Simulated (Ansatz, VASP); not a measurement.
# Two plane-wave programs on AlN

```xyz
4
Lattice="3.3121 0.0000 0.0000 -1.6561 2.8684 0.0000 0.0000 0.0000 4.1876" Properties=species:S:1:pos:R:3 pbc="T T T"
Al    1.6561    0.9561    1.0469
Al    0.0000    1.9123    3.1407
N     1.6561    0.9561    3.1407
N     0.0000    1.9123    1.0469
```

Alike in both runs: task single point; functional PBE-based screened hybrid; k mesh 5 × 5 × 4; occupations fermi-dirac, width 0.05 eV; no spin polarisation.

```csv
,VASP,Ansatz
version,VASP 6.6.1,Ansatz 0.2.0
potentials or method,"VASP PAW PBE potentials, release 64 (Al, N)",Ansatz PAW
plane-wave cutoff (eV),520,420
valence electrons in the cell,16,16
```

```tsv
	VASP	Ansatz	Ansatz less VASP
gap on the k mesh at the Fermi level (eV)	4.03	4.02	-0.008
least direct gap on the mesh (eV)	4.03	4.02	-0.008
pressure (GPa)	-3.5	-3.4	+0.12
traceless stress, the component that is largest in VASP (GPa)	0.15	-0.14	-0.292
```

VASP's potentials were made for PBE, not for PBE-based screened hybrid.

The k mesh is coarse, so the values compare programs but aren't converged. Noted on Ansatz's run: odd divisions of the mesh miss points on the zone boundary, where band edges often lie, so the gap on the mesh can be too wide.
